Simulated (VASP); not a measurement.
# ZrN (Fm-3m) in VASP: single point with PBE

Aim: the single point of ZrN with PBE.

Program: VASP 6.6.1. These are calculated values, not measurements. Logs are shortened: lines on timing, memory, paths and dates and some standing lists are left out, and cuts for length are marked.

### Step 1. The cell of the first run

It takes space group Fm-3m (No. 225, cubic). Conventional cell: a = 4.600 Å, b = 4.600 Å, c = 4.600 Å, α = 90.00°, β = 90.00°, γ = 90.00°. Zr (site symmetry m-3m) has 6 N at 2.30 Å within 3.0 Å. N (site symmetry m-3m) has 6 Zr at 2.30 Å within 3.0 Å.

### Step 2. Single point, PBE

Input file INCAR:

```
PREC = Accurate ; ENCUT = 600
EDIFF = 1E-6 ; ISMEAR = -1
SIGMA = 0.1 ; LREAL = F
LASPH = T ; NELM = 120
ALGO = Normal ; ISIF = 2
LWAVE = F ; LCHARG = F
GGA = PE ; NBANDS = 16
GGA_COMPAT = F
```

Input file KPOINTS:

```
Automatic mesh
0
Gamma
  10 10 10
```

Input file POSCAR:

```
ZrN
1.0
    0.0000000000      2.3000000000      2.3000000000
    2.3000000000      0.0000000000      2.3000000000
    2.3000000000      2.3000000000      0.0000000000
Zr N
1 1
Direct
    0.5000000000      0.5000000000      0.5000000000
    0.0000000000      0.0000000000      0.0000000000
```

Potentials or basis: VASP PAW PBE potentials, release 64 (Zr_sv, N).

Command:

```sh
$ cat potpaw_PBE.64/Zr_sv/POTCAR potpaw_PBE.64/N/POTCAR > POTCAR
$ mpirun -np 1 vasp_std > vasp.out
```

OUTCAR:

```text
PREC = Accurate
   ENCUT = 600
   EDIFF = 1E-6
   ISMEAR = -1
   LREAL = F
   LASPH = T
   NELM = 120
   ISIF = 2
   GGA = PE

 ion  position               nearest neighbor table
   1  0.500  0.500  0.500-   2 2.30   2 2.30   2 2.30   2 2.30   2 2.30   2 2.30
   2  0.000  0.000  0.000-   1 2.30   1 2.30   1 2.30   1 2.30   1 2.30   1 2.30

  LATTYP: Found a face centered cubic cell.
 ALAT       =     4.6000000000

  Lattice vectors:

 A1 = (   0.0000000000,   2.3000000000,   2.3000000000)
 A2 = (   2.3000000000,   0.0000000000,   2.3000000000)
 A3 = (   2.3000000000,   2.3000000000,   0.0000000000)

Analysis of symmetry for initial positions (statically):
=====================================================================
 Subroutine PRICEL returns:
 Original cell was already a primitive cell.

 Routine SETGRP: Setting up the symmetry group for a
 face centered cubic supercell.

 Subroutine GETGRP returns: Found 48 space group operations
 (whereof 48 operations were pure point group operations)
 out of a pool of 48 trial point group operations.

The static configuration has the point symmetry O_h .

Analysis of symmetry for dynamics (positions and initial velocities):
=====================================================================
 Subroutine PRICEL returns:
 Original cell was already a primitive cell.

 Routine SETGRP: Setting up the symmetry group for a
 face centered cubic supercell.

 Subroutine GETGRP returns: Found 48 space group operations
 (whereof 48 operations were pure point group operations)
 out of a pool of 48 trial point group operations.

The dynamic configuration has the point symmetry O_h .

 Subroutine INISYM returns: Found 48 space group operations
 (whereof 48 operations are pure point group operations),
 and found     1 'primitive' translations

----------------------------------------------------------------------------------------

                                     Primitive cell

  volume of cell :      24.3340

  direct lattice vectors                    reciprocal lattice vectors
     0.000000000  2.300000000  2.300000000    -0.217391304  0.217391304  0.217391304
     2.300000000  0.000000000  2.300000000     0.217391304 -0.217391304  0.217391304
     2.300000000  2.300000000  0.000000000     0.217391304  0.217391304 -0.217391304

  length of vectors
     3.252691193  3.252691193  3.252691193     0.376532784  0.376532784  0.376532784
[... 79 lines left out ...]
   ENCUT  =  600.0 eV  44.10 Ry    6.64 a.u.   6.50  6.50  6.50*2*pi/ulx,y,z
   NELM   =    120;   NELMIN=  2; NELMDL= -5     # of ELM steps
   EDIFF  = 0.1E-05   stopping-criterion for ELM
   LREAL  =      F    real-space projection
   EDIFFG = 0.1E-04   stopping-criterion for IOM
   NSW    =      0    number of steps for IOM
   IBRION =     -1    ionic relax: 0-MD 1-quasi-New 2-CG
   NFREE  =      0    steps in history (QN), initial steepest desc. (CG)
   ISIF   =      2    stress and relaxation
   ISYM   =      2    0-nonsym 1-usesym 2-fastsym
   POTIM  = 0.5000    time-step for ionic-motion
   TEBEG  =    0.0;   TEEND  =   0.0 temperature during run
   PSTRESS=    0.0 pullay stress
   NELECT =      17.0000    total number of electrons
   NUPDOWN=      -1.0000    fix difference up-down
   EMIN   =  10.00;   EMAX   =-10.00  energy-range for DOS
   EFERMI =   0.00;   METHOD = LEGACY
   ISMEAR =    -1;   SIGMA  =   0.10  broadening in eV -4-tet -1-fermi 0-gaus
   EFERMI_NEDOS =   21; number of points for ismear=-14 and -15
   IALGO  =     38    algorithm
   IMIX   =      4    mixing-type and parameters
     AMIX     =   0.40;   BMIX     =  1.00
     AMIX_MAG =   1.60;   BMIX_MAG =  1.00
  volume/ion in A,a.u.               =      12.17        82.11
  Fermi-wavevector in a.u.,A,eV,Ry     =   1.452624  2.745062 28.709889  2.110117
  Thomas-Fermi vector in A             =   2.569985
   LORBIT       =      0    0 simple, 1 ext, 2 COOP (PROOUT), +10 PAW based schemes
   GGA     = PE    functional components
   LHFCALC =     F    Hartree Fock is set to
   AEXX    =    0.0000 exact exchange contribution
   IVDW    =     0    specifies the selected vdW correction
   LEPSILON=     F    determine dielectric tensor
   LRPA    =     F    only Hartree local field effects (RPA)
 non-spin polarized calculation
  energy-cutoff  :      600.00
  volume of cell :       24.33
 maximum number of plane-waves:       869
 NGX is ok and might be reduce to    28
   NGX = 13   NGY = 13   NGZ = 13

 number of electron      17.0000000 magnetization

 Free energy of the ion-electron system (eV)
  ---------------------------------------------------
  ext. energy  EPLUGINS =         0.00000000
  ---------------------------------------------------
  free energy    TOTEN  =       -20.38073217 eV

  energy without entropy =      -20.35704215  energy(sigma->0) =      -20.36888716

 E-fermi :  11.8816     XC(G=0): -12.4521

 val. band max:       11.8718639216   @ k =  -0.1000   0.1000   0.0000
 cond. band min:      11.8860711348   @ k =  -0.4000   0.3000   0.0000
 fundamental gap:      0.0142072132
 Fermi energy:        11.8815928648

 k-point     1 :       0.0000    0.0000    0.0000
  band No.  band energies     occupation
      1     -37.7703      2.00000
      2     -15.4020      2.00000
      3     -15.4020      2.00000
      4     -15.4020      2.00000
      5      -4.3924      2.00000
      6       9.1942      2.00000
[... 433 lines left out ...]
      3     -15.6977      2.00000
      4     -15.6639      2.00000
      5      -3.4772      2.00000
      6       6.1773      2.00000
[... 8 lines left out ...]
     15      24.1322      0.00000
     16      26.8150      0.00000

 [... further k-points ...]

------------------------ aborting loop because EDIFF is reached ----------------------------------------

  FORCE on cell =-STRESS in cart. coord.  units (eV):
  Direction    XX          YY          ZZ          XY          YZ          ZX
  --------------------------------------------------------------------------------------
  -------------------------------------------------------------------------------------
  Total       -0.0947108     -0.0947108     -0.0947108      0.0000000     -0.0000000      0.0000000
  in kB       -6.2358601     -6.2358601     -6.2358601      0.0000000     -0.0000000      0.0000000
  external PRESSURE =      -6.2358601 kB  Pullay stress =       0.0000000 kB

 VOLUME and BASIS-vectors are now :
 -----------------------------------------------------------------------------
  energy-cutoff  :      600.00
  volume of cell :       24.33
      direct lattice vectors                 reciprocal lattice vectors
     0.000000000  2.300000000  2.300000000    -0.217391304  0.217391304  0.217391304
     2.300000000  0.000000000  2.300000000     0.217391304 -0.217391304  0.217391304
     2.300000000  2.300000000  0.000000000     0.217391304  0.217391304 -0.217391304

 POSITION                                       TOTAL-FORCE (eV/Angst)
 -----------------------------------------------------------------------------------
      2.30000      2.30000      2.30000         0.000000      0.000000      0.000000
      0.00000      0.00000      0.00000         0.000000     -0.000000      0.000000
 -----------------------------------------------------------------------------------
    total drift:                                0.000000      0.000000      0.000000

  FREE ENERGIE OF THE ION-ELECTRON SYSTEM (eV)
  ---------------------------------------------------
  free  energy   TOTEN  =       -20.3807321723 eV

  energy  without entropy=      -20.3570421462  energy(sigma->0) =      -20.36888716
```

OSZICAR:

```text
N       E                     dE             d eps       ncg     rms          rms(c)
DAV:   1     0.122945575111E+03    0.12295E+03   -0.95812E+03  1504   0.117E+03
DAV:   2    -0.171274048839E+02   -0.14007E+03   -0.13181E+03  1904   0.322E+02
DAV:   3    -0.237240546649E+02   -0.65966E+01   -0.65377E+01  2512   0.640E+01
DAV:   4    -0.238494717966E+02   -0.12542E+00   -0.12540E+00  1712   0.628E+00
DAV:   5    -0.238506125228E+02   -0.11407E-02   -0.11407E-02  2120   0.527E-01    0.213E+01
DAV:   6    -0.205515163953E+02    0.32991E+01   -0.72455E+00  1736   0.260E+01    0.814E+00
DAV:   7    -0.204103666182E+02    0.14115E+00   -0.52412E-01  1816   0.676E+00    0.658E+00
DAV:   8    -0.203953823440E+02    0.14984E-01   -0.23713E-01  1984   0.442E+00    0.367E+00
DAV:   9    -0.203808122580E+02    0.14570E-01   -0.48496E-02  1656   0.206E+00    0.959E-01
DAV:  10    -0.203807514051E+02    0.60853E-04   -0.19940E-03  1800   0.481E-01    0.123E-01
DAV:  11    -0.203807365899E+02    0.14815E-04   -0.51985E-05  1944   0.609E-02    0.708E-02
DAV:  12    -0.203807327392E+02    0.38507E-05   -0.80967E-06  1768   0.225E-02    0.561E-03
DAV:  13    -0.203807321723E+02    0.56695E-06   -0.25696E-07   984   0.577E-03
   1 F= -.20380732E+02 E0= -.20368887E+02  d E =-.236900E-01
```

stdout:

```text
POSCAR found type information on POSCAR ZrN
 POSCAR found :  2 types and       2 ions
 scaLAPACK will be used
 LDA part: xc-table for (Slater+PW92), standard interpolation
 POSCAR, INCAR and KPOINTS ok, starting setup
 FFT: planning ... GRIDC
 FFT: planning ... GRID_SOFT
 FFT: planning ... GRID
 WAVECAR not read
 entering main loop
```

Run time: 47 s. Hardware: 1 thread of AMD EPYC 7R43 (Zen 3), shared host; peak memory 0.13 GiB.

Results:

```
Free energy            : -20.3807 eV
Pressure               : -0.6 GPa
Band gap on the k mesh : zero (an odd number of electrons rules out a gap without spin polarisation)
```
